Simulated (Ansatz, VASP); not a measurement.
# One calculation of Si3N4, two programs

```
CELL_PARAMETERS angstrom
0.00000 3.84543 3.84543
3.84543 0.00000 3.84543
3.84543 3.84543 0.00000
ATOMIC_POSITIONS crystal
Si 0.62500 0.62500 0.12500
Si 0.62500 0.12500 0.62500
Si 0.12500 0.62500 0.62500
Si 0.62500 0.62500 0.62500
Si 0.25000 0.25000 0.25000
Si 0.00000 0.00000 0.00000
N 0.86757 0.86757 0.86757
N 0.85271 0.38243 0.38243
N 0.38243 0.38243 0.85271
N 0.38243 0.85271 0.38243
N 0.86757 0.86757 0.39729
N 0.86757 0.39729 0.86757
N 0.38243 0.38243 0.38243
N 0.39729 0.86757 0.86757
```

Alike in both runs: functional LDA; k mesh 6 × 6 × 6; occupations gaussian, width 0.02 eV; no spin polarisation.

Ansatz relaxed the structure, and its values are those at the end. VASP's run is a single point on that final structure, the one shown.

|  | VASP | Ansatz |
| --- | --- | --- |
| version | VASP 6.6.1 | Ansatz 0.2.0 |
| potentials or method | VASP PAW LDA potentials, release 64 (Si, N), cutoff 600 eV | scalar-relativistic, plane waves, PAW |
| valence electrons in the cell | 64 | 64 |

```csv
,VASP,Ansatz,Ansatz less VASP
gap on the k mesh at the Fermi level (eV),3.35,3.36,+0.011
least direct gap on the mesh (eV),3.38,3.39,+0.013
pressure (GPa),0.6,0.0,-0.63
rms of the force components (eV/Å),0.006,0.000,-0.0063
```

Ansatz warns that its potentials were made for another functional, while VASP's fit it. LDA's correlation is that of Perdew and Zunger in VASP and of Perdew and Wang (1992) in Ansatz.
